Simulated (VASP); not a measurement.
# SiC (Moissanite) (P6_3mc) in VASP: notebook

SiC (Moissanite) is run at these levels: PBEsol; tasks: single point.

Everything below comes from runs of VASP 6.6.1. Logs are shortened: lines on timing, memory, paths and dates and some standing lists are left out, and cuts for length are marked.

### 1 The cell of the first run

The structure is hexagonal, space group P6_3mc (No. 186). The conventional cell has a = 3.076 Å, b = 3.076 Å, c = 5.048 Å, α = 90.00°, β = 90.00°, γ = 120.00°. Si (site symmetry 3m) has 4 C at 1.87 to 1.94 Å within 2.5 Å. Within 2.5 Å of C (site symmetry 3m) lie 4 Si at 1.87 to 1.94 Å.

### 2 Single point, PBEsol

INCAR

```
  PREC = Accurate
  ENCUT = 520
  EDIFF = 1E-6
  ISMEAR = 0
  SIGMA = 0.01
  LREAL = False
  LASPH = True
  NELM = 80
  ALGO = Normal
  ISIF = 2
  LWAVE = False
  LCHARG = False
  GGA = PS
  NBANDS = 16
```

KPOINTS

```
Automatic mesh
0
Gamma
  4 4 2
```

POSCAR

```
SiC
1.0
    3.0760000000      0.0000000000      0.0000000000
   -1.5380000000      2.6638941400      0.0000000000
    0.0000000000      0.0000000000      5.0480000000
Si C
2 2
Direct
    0.3333333333      0.6666666667      0.0000000000
    0.6666666667      0.3333333333      0.5000000000
    0.3333333333      0.6666666667      0.3850000000
    0.6666666667      0.3333333333      0.8850000000
```

Potentials or basis: VASP PAW PBE potentials, release 64 (Si, C).

On the command line:

```
$ cat potpaw_PBE.64/Si/POTCAR potpaw_PBE.64/C/POTCAR > POTCAR
$ mpirun -np 1 vasp_std > vasp.out
```

OUTCAR:

```text
PREC = Accurate
   ENCUT = 520
   EDIFF = 1E-6
   ISMEAR = 0
   LREAL = False
   LASPH = True
   NELM = 80
   ISIF = 2
   GGA = PS

 ion  position               nearest neighbor table
   1  0.333  0.667  0.000-   4 1.87   4 1.87   4 1.87   3 1.94   2 3.09   2 3.09   2 3.09   2 3.09
                             2 3.09   2 3.09
   2  0.667  0.333  0.500-   3 1.87   3 1.87   3 1.87   4 1.94   1 3.09   1 3.09   1 3.09   1 3.09
                             1 3.09   1 3.09
   3  0.333  0.667  0.385-   2 1.87   2 1.87   2 1.87   1 1.94
   4  0.667  0.333  0.885-   1 1.87   1 1.87   1 1.87   2 1.94

  LATTYP: Found a hexagonal cell.
 ALAT       =     3.0760000000
 C/A-ratio  =     1.6410923277

  Lattice vectors:

 A1 = (   3.0760000000,   0.0000000000,   0.0000000000)
 A2 = (  -1.5380000000,   2.6638941400,   0.0000000000)
 A3 = (   0.0000000000,   0.0000000000,   5.0480000000)

Analysis of symmetry for initial positions (statically):
=====================================================================
 Subroutine PRICEL returns:
 Original cell was already a primitive cell.

 Routine SETGRP: Setting up the symmetry group for a
 hexagonal supercell.

 Subroutine GETGRP returns: Found 12 space group operations
 (whereof  6 operations were pure point group operations)
 out of a pool of 24 trial point group operations.

The static configuration has the point symmetry C_3v.
 The point group associated with its full space group is C_6v.

Analysis of symmetry for dynamics (positions and initial velocities):
=====================================================================
 Subroutine PRICEL returns:
 Original cell was already a primitive cell.

 Routine SETGRP: Setting up the symmetry group for a
 hexagonal supercell.

 Subroutine GETGRP returns: Found 12 space group operations
 (whereof  6 operations were pure point group operations)
 out of a pool of 24 trial point group operations.

The dynamic configuration has the point symmetry C_3v.
 The point group associated with its full space group is C_6v.

 Subroutine INISYM returns: Found 12 space group operations
 (whereof  6 operations are pure point group operations),
 and found     1 'primitive' translations

----------------------------------------------------------------------------------------

                                     Primitive cell

  volume of cell :      41.3640

  direct lattice vectors                    reciprocal lattice vectors
     3.076000000  0.000000000  0.000000000     0.325097529  0.187695146  0.000000000
    -1.538000000  2.663894140  0.000000000     0.000000000  0.375390292  0.000000000
     0.000000000  0.000000000  5.048000000     0.000000000  0.000000000  0.198098257

  length of vectors
     3.076000000  3.075999998  5.048000000     0.375390292  0.375390292  0.198098257

  position of ions in fractional coordinates (direct lattice)
     0.333333333  0.666666667  0.000000000
     0.666666667  0.333333333  0.500000000
     0.333333333  0.666666667  0.385000000
     0.666666667  0.333333333  0.885000000

  ion indices of the primitive-cell ions
   primitive index   ion index
                 1           1
                 2           2
                 3           3
                 4           4

----------------------------------------------------------------------------------------

 KPOINTS: Automatic mesh

Automatic generation of k-mesh.
 Grid dimensions read from file:
 generate k-points for:    4    4    2

 Generating k-lattice:

  Cartesian coordinates                     Fractional coordinates (reciprocal lattice)
     0.081274382  0.046923787  0.000000000     0.250000000  0.000000000  0.000000000
     0.000000000  0.093847573  0.000000000     0.000000000  0.250000000  0.000000000
     0.000000000  0.000000000  0.099049128     0.000000000  0.000000000  0.500000000

  Length of vectors
     0.093847573  0.093847573  0.099049128

  Shift w.r.t. Gamma in fractional coordinates (k-lattice)
     0.000000000  0.000000000  0.000000000

 Subroutine IBZKPT returns following result:
 ===========================================

 Found      8 irreducible k-points:

 Following reciprocal coordinates:
            Coordinates               Weight
  0.000000  0.000000  0.000000      1.000000
  0.250000  0.000000  0.000000      6.000000
  0.500000  0.000000  0.000000      3.000000
  0.250000  0.250000  0.000000      6.000000
  0.000000  0.000000  0.500000      1.000000
  0.250000  0.000000  0.500000      6.000000
  0.500000  0.000000  0.500000      3.000000
  0.250000  0.250000  0.500000      6.000000
   k-points           NKPTS =      8   k-points in BZ     NKDIM =      8   number of bands    NBANDS=     16
   number of dos      NEDOS =    301   number of ions     NIONS =      4
   total plane-waves  NPLWV =  23040
   dimension x,y,z NGX =    24 NGY =   24 NGZ =   40
   dimension x,y,z NGXF=    48 NGYF=   48 NGZF=   80
   ions per type =               2   2
   NGX,Y,Z   is equivalent  to a cutoff of  12.97, 12.97, 13.17 a.u.
   NGXF,Y,Z  is equivalent  to a cutoff of  25.94, 25.94, 26.35 a.u.
 SYSTEM =  unknown system
   PREC   = accura    normal or accurate (medium, high low for compatibility)
   ISTART =      0    job   : 0-new  1-cont  2-samecut
   ICHARG =      2    charge: 1-file 2-atom 10-const
   ISPIN  =      1    spin polarized calculation?
   LNONCOLLINEAR =      F non collinear calculations
   LSORBIT =      F    spin-orbit coupling
   LASPH  =      T    aspherical Exc in radial PAW
   ENCUT  =  520.0 eV  38.22 Ry    6.18 a.u.   5.72  5.72  9.39*2*pi/ulx,y,z
   NELM   =     80;   NELMIN=  2; NELMDL= -5     # of ELM steps
   EDIFF  = 0.1E-05   stopping-criterion for ELM
   LREAL  =      F    real-space projection
[... 7 lines left out ...]
   TEBEG  =    0.0;   TEEND  =   0.0 temperature during run
   PSTRESS=    0.0 pullay stress
   NELECT =      16.0000    total number of electrons
   NUPDOWN=      -1.0000    fix difference up-down
   EMIN   =  10.00;   EMAX   =-10.00  energy-range for DOS
   EFERMI =   0.00;   METHOD = LEGACY
   ISMEAR =     0;   SIGMA  =   0.01  broadening in eV -4-tet -1-fermi 0-gaus
   EFERMI_NEDOS =   21; number of points for ismear=-14 and -15
   IALGO  =     38    algorithm
   IMIX   =      4    mixing-type and parameters
     AMIX     =   0.40;   BMIX     =  1.00
     AMIX_MAG =   1.60;   BMIX_MAG =  1.00
  volume/ion in A,a.u.               =      10.34        69.78
  Fermi-wavevector in a.u.,A,eV,Ry     =   1.192817  2.254098 19.358549  1.422813
  Thomas-Fermi vector in A             =   2.328847
   LORBIT       =      0    0 simple, 1 ext, 2 COOP (PROOUT), +10 PAW based schemes
   GGA     = PS    functional components
   LHFCALC =     F    Hartree Fock is set to
   AEXX    =    0.0000 exact exchange contribution
   IVDW    =     0    specifies the selected vdW correction
   LEPSILON=     F    determine dielectric tensor
   LRPA    =     F    only Hartree local field effects (RPA)
 non-spin polarized calculation
 Gauss-broadening in eV      SIGMA  =   0.01
  energy-cutoff  :      520.00
  volume of cell :       41.36
 maximum number of plane-waves:      1132
 NGX is ok and might be reduce to    24
   NGX = 11   NGY = 11   NGZ = 19

 number of electron      16.0000000 magnetization

 Free energy of the ion-electron system (eV)
  ---------------------------------------------------
  ext. energy  EPLUGINS =         0.00000000
  ---------------------------------------------------
  free energy    TOTEN  =       -31.66218157 eV

  energy without entropy =      -31.66218157  energy(sigma->0) =      -31.66218157

 E-fermi :   8.4245     XC(G=0): -11.4910

 val. band max:        8.3820030228   @ k =   0.0000   0.0000   0.0000
 cond. band min:      10.8282306333   @ k =   0.5000   0.0000   0.0000
 fundamental gap:      2.4462276104
 Fermi energy:         8.4244969781

 k-point     1 :       0.0000    0.0000    0.0000
  band No.  band energies     occupation
      1      -7.3708      2.00000
      2      -3.8247      2.00000
      3      -0.3917      2.00000
      4       6.8256      2.00000
      5       6.8256      2.00000
      6       8.1160      2.00000
      7       8.1160      2.00000
      8       8.3820      2.00000
      9      12.9338      0.00000
     10      14.3472      0.00000
     11      14.7937      0.00000
     12      14.7937      0.00000
     13      15.8498      0.00000
     14      17.0055      0.00000
     15      17.0055      0.00000
     16      19.6057      0.00000

 k-point     2 :       0.2500    0.0000    0.0000
  band No.  band energies     occupation
      1      -6.2992      2.00000
      2      -2.9436      2.00000
      3       0.5569      2.00000
      4       3.0040      2.00000
      5       5.1620      2.00000
      6       5.6154      2.00000
      7       7.4426      2.00000
      8       7.4930      2.00000
      9      12.1437      0.00000
     10      13.9814      0.00000
     11      15.3085      0.00000
     12      15.9947      0.00000
     13      16.2631      0.00000
     14      17.3534      0.00000
     15      18.0830      0.00000
     16      18.8627      0.00000

 k-point     3 :       0.5000    0.0000    0.0000
  band No.  band energies     occupation
      1      -4.0024      2.00000
      2      -2.5434      2.00000
      3       0.3588      2.00000
      4       1.8050      2.00000
      5       2.8955      2.00000
      6       4.8152      2.00000
      7       5.0550      2.00000
      8       6.8966      2.00000
      9      10.8282      0.00000
     10      12.4640      0.00000
     11      15.0328      0.00000
     12      15.4782      0.00000
     13      18.0017      0.00000
     14      18.2906      0.00000
     15      18.4203      0.00000
     16      20.4460      0.00000

 k-point     4 :       0.2500    0.2500    0.0000
  band No.  band energies     occupation
      1      -4.3481      2.00000
      2      -2.0532      2.00000
      3       0.9916      2.00000
      4       2.1084      2.00000
      5       2.8381      2.00000
      6       3.3973      2.00000
      7       5.1331      2.00000
      8       5.7147      2.00000
      9      11.4196      0.00000
     10      14.9044      0.00000
     11      15.9048      0.00000
     12      16.1337      0.00000
     13      17.2248      0.00000
     14      18.2290      0.00000
     15      18.6869      0.00000
     16      20.1582      0.00000

 k-point     5 :       0.0000    0.0000    0.5000
  band No.  band energies     occupation
      1      -6.1759      2.00000
      2      -6.1759      2.00000
      3       3.8938      2.00000
      4       3.8938      2.00000
      5       7.4204      2.00000
      6       7.4204      2.00000
      7       7.4204      2.00000
      8       7.4204      2.00000
      9      14.0133      0.00000
     10      14.0133      0.00000
     11      15.4562      0.00000
     12      15.4562      0.00000
     13      15.4562      0.00000
     14      15.4562      0.00000
     15      17.3357      0.00000
     16      17.3357      0.00000

 k-point     6 :       0.2500    0.0000    0.5000
  band No.  band energies     occupation
      1      -5.1395      2.00000
      2      -5.1395      2.00000
      3       3.1954      2.00000
      4       3.1954      2.00000
      5       5.2802      2.00000
      6       5.2802      2.00000
      7       6.4125      2.00000
      8       6.4125      2.00000
      9      12.6186      0.00000
     10      12.6186      0.00000
     11      15.4144      0.00000
     12      15.4144      0.00000
     13      17.7522      0.00000
     14      17.7522      0.00000
     15      18.4676      0.00000
     16      18.4676      0.00000

 k-point     7 :       0.5000    0.0000    0.5000
  band No.  band energies     occupation
      1      -3.1235      2.00000
      2      -3.1235      2.00000
      3      -0.1337      2.00000
      4      -0.1337      2.00000
      5       5.6786      2.00000
      6       5.6786      2.00000
      7       6.0241      2.00000
      8       6.0241      2.00000
      9      11.4158      0.00000
     10      11.4158      0.00000
     11      13.2621      0.00000
     12      13.2621      0.00000
     13      18.6769      0.00000
     14      18.6769      0.00000
     15      19.9110      0.00000
     16      19.9110      0.00000

 k-point     8 :       0.2500    0.2500    0.5000
  band No.  band energies     occupation
      1      -3.3511      2.00000
      2      -3.3511      2.00000
      3       1.0417      2.00000
      4       1.0417      2.00000
      5       3.4845      2.00000
      6       3.4845      2.00000
      7       6.2816      2.00000
      8       6.2816      2.00000
      9      12.9287      0.00000
     10      12.9287      0.00000
     11      14.9963      0.00000
     12      14.9963      0.00000
     13      17.4913      0.00000
     14      17.4913      0.00000
     15      18.3668      0.00000
     16      18.3668      0.00000

------------------------ aborting loop because EDIFF is reached ----------------------------------------

  FORCE on cell =-STRESS in cart. coord.  units (eV):
  Direction    XX          YY          ZZ          XY          YZ          ZX
  --------------------------------------------------------------------------------------
  -------------------------------------------------------------------------------------
  Total        0.6744600      0.6744600     -0.7011482      0.0000000      0.0000000      0.0000000
  in kB       26.1242700     26.1242699    -27.1579978      0.0000000      0.0000000      0.0000000
  external PRESSURE =       8.3635140 kB  Pullay stress =       0.0000000 kB

 VOLUME and BASIS-vectors are now :
 -----------------------------------------------------------------------------
  energy-cutoff  :      520.00
  volume of cell :       41.36
      direct lattice vectors                 reciprocal lattice vectors
     3.076000000  0.000000000  0.000000000     0.325097529  0.187695146  0.000000000
    -1.538000000  2.663894140  0.000000000     0.000000000  0.375390292  0.000000000
     0.000000000  0.000000000  5.048000000     0.000000000  0.000000000  0.198098257

 POSITION                                       TOTAL-FORCE (eV/Angst)
 -----------------------------------------------------------------------------------
     -0.00000      1.77593      0.00000        -0.000000      0.000000      0.678797
      1.53800      0.88796      2.52400         0.000000     -0.000000      0.678797
     -0.00000      1.77593      1.94348         0.000000     -0.000000     -0.678797
      1.53800      0.88796      4.46748        -0.000000      0.000000     -0.678797
 -----------------------------------------------------------------------------------
    total drift:                                0.000000      0.000000     -0.000307

  FREE ENERGIE OF THE ION-ELECTRON SYSTEM (eV)
  ---------------------------------------------------
  free  energy   TOTEN  =       -31.6621815715 eV

  energy  without entropy=      -31.6621815715  energy(sigma->0) =      -31.66218157
```

It took 4.8 s on 1 thread of Intel Xeon 6975P-C, shared host; peak memory 0.15 GiB.

What came out:

- Free energy: -31.6622 eV
- Pressure: 0.8 GPa
- Largest force: 0.679 eV/Å
- Band gap on the k mesh: 2.45 eV, indirect (least direct gap 3.93 eV)

Forces on the atoms (eV/Å):
```
Si   0.000  0.000  0.679
Si   0.000  0.000  0.679
C    0.000  0.000 -0.679
C    0.000  0.000 -0.679
```

Caveat: the k points lie up to 0.62 Å⁻¹ apart; the PAW data sets were made with another functional, which shifts forces and pressure a little.

### 3 Single point, PBEsol

INCAR

```
ALGO = Normal
EDIFF = 1E-6
ENCUT = 520
GGA = PS
ISIF = 2
ISMEAR = 0
LASPH = True
LCHARG = False
LREAL = False
LWAVE = False
NBANDS = 16
NELM = 100
PREC = Accurate
SIGMA = 0.01
```

KPOINTS

```
k-points
0
Gamma
  8 8 5
```

POSCAR is that of step 2.

Potentials or basis: VASP PAW PBE potentials, release 64 (Si, C).

On the command line:

```
$ cat potpaw_PBE.64/Si/POTCAR potpaw_PBE.64/C/POTCAR > POTCAR
$ mpirun -np 1 vasp_std > vasp.out
```

Run time: 11 s. Hardware: 1 thread of Intel Xeon 6975P-C, shared host; peak memory 0.16 GiB.

Results (log left out):

| Property | Result |
| --- | --- |
| Free energy | -31.7848 eV |
| Pressure | 0.6 GPa |
| Largest force | 0.750 eV/Å |
| Band gap on the k mesh | 2.42 eV, indirect (least direct gap 3.96 eV) |

Forces in eV/Å, atoms in the order of the input:
```
Si   0.000  0.000  0.750
Si   0.000  0.000  0.750
C    0.000  0.000 -0.750
C    0.000  0.000 -0.750
```

Stress tensor (GPa, compression positive):
```
 2.27  0.00  0.00
 0.00  2.27  0.00
 0.00  0.00 -2.70
```

Levels at points of the mesh, in eV from the valence-band top:
| k point | band 5 | band 6 | band 7 | band 8 | band 9 | band 10 | band 11 | band 12 |
| --- | --- | --- | --- | --- | --- | --- | --- | --- |
| (0.00, 0.00, 0.00) | -1.56 | -0.27 | -0.27 | 0.00 | 4.57 | 5.97 | 6.43 | 6.43 |
| (0.50, 0.00, 0.00) | -5.47 | -3.56 | -3.32 | -1.49 | 2.47 | 4.10 | 6.66 | 7.12 |

Caveat: the PAW data sets were made with another functional, which shifts forces and pressure a little. A k mesh can miss the band edges.

(Continued in part 2 of 2.)
